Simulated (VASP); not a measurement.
## ZrN: single point with LDA

The system is ZrN.

```
Zr N
1.0
     0.00000    2.25336    2.25336
     2.25336    0.00000    2.25336
     2.25336    2.25336    0.00000
Zr N
1 1
Direct
  0.00000 0.00000 0.00000
  0.50000 0.50000 0.50000
```

This cell differs from its parent crystal: volume scaled by 0.96.

- Program: VASP 6.6.1
- Task: single point
- Functional: LDA
- Potentials or basis: VASP PAW LDA potentials, release 64 (Zr_sv, N)
- Cutoff: 600 eV
- k mesh: 9 × 9 × 9
- Occupations: fermi-dirac, width 0.03 eV
- Spin: no spin polarisation

```yaml
Pressure: 4.2 GPa
```

Levels at points of the mesh, in eV from the Fermi level:
```csv
k point,band 7,band 8,band 9,band 10,band 11,band 12
"(0.00, 0.00, 0.00)",-2.65,-2.65,-0.41,-0.41,-0.41,1.72
```

Run time: 36 s on 1 thread of Intel Xeon 8259CL, on a shared host, peak memory 0.15 GiB.
